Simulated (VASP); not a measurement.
Input of a VASP 6.6.1 run:

The input INCAR:

```
PREC     = Accurate       # precision mode
ENCUT    = 600            # plane-wave cutoff, eV
EDIFF    = 1E-6           # SCF threshold, eV
ISMEAR   = 0              # smearing method
SIGMA    = 0.1            # smearing width, eV
LREAL    = False          # projectors in reciprocal space
LASPH    = True           # aspherical terms in the spheres
NELM     = 60             # most SCF steps
ALGO     = Normal         # electronic algorithm
ISIF     = 3              # what is computed and relaxed
LWAVE    = False          # write WAVECAR
LCHARG   = False          # write CHGCAR
GGA      = PE             # functional
IBRION   = 2              # ionic algorithm
NSW      = 90             # ionic steps
EDIFFG   = -0.04          # ionic threshold
```

The input KPOINTS:

```
Automatic mesh
0
Gamma
  6 6 2
```

POSCAR

```
Hf3NbO
1.0
    3.3901229200      0.0000000000      0.0000000000
    0.0000000000      3.3901229200      0.0000000000
    0.0000000000      0.0000000000      8.2751965100
Hf Nb O
3 1 1
Direct
    0.5000000000      0.5000000000      0.1545836200
    0.5000000000      0.5000000000      0.8454163800
    0.0000000000      0.0000000000      0.5000000000
    0.0000000000      0.0000000000      0.0000000000
    0.5000000000      0.5000000000      0.5000000000
```

Potentials or basis: VASP PAW PBE potentials, release 64 (Hf_pv, Nb_sv, O).

Launch:

```sh
$ cat potpaw_PBE.64/Hf_pv/POTCAR potpaw_PBE.64/Nb_sv/POTCAR potpaw_PBE.64/O/POTCAR > POTCAR
$ mpirun -np 1 vasp_std > vasp.out
```

Problem. Predict the space group after relaxing (to 0.05 Å).

Solution. P4/mmm (No. 123).

Problem. Predict the relaxed cell.

Solution. a = 3.314 Å, b = 3.314 Å, c = 7.850 Å, α = 90.00°, β = 90.00°, γ = 90.00°.

Problem. Predict the relaxed volume.

Solution. 17.25 Å³/atom.

Final structure:
```cif
data_structure
_symmetry_space_group_name_H-M 'P 1'
_symmetry_Int_Tables_number 1
_cell_length_a 3.3143
_cell_length_b 3.3143
_cell_length_c 7.8503
_cell_angle_alpha 90.000
_cell_angle_beta 90.000
_cell_angle_gamma 90.000
_cell_volume 86.23
loop_
_atom_site_label
_atom_site_type_symbol
_atom_site_fract_x
_atom_site_fract_y
_atom_site_fract_z
_atom_site_occupancy
Hf1 Hf 0.50000 0.50000 0.21772 1
Hf2 Hf 0.50000 0.50000 0.78228 1
Hf3 Hf 0.00000 0.00000 0.50000 1
Nb1 Nb 0.00000 0.00000 0.00000 1
O1 O 0.50000 0.50000 0.50000 1
```

Caveat: the k points lie up to 0.40 Å⁻¹ apart in the final cell; an odd number of electrons without spin polarisation forces a metal; a magnetic or distorted state may lie lower.
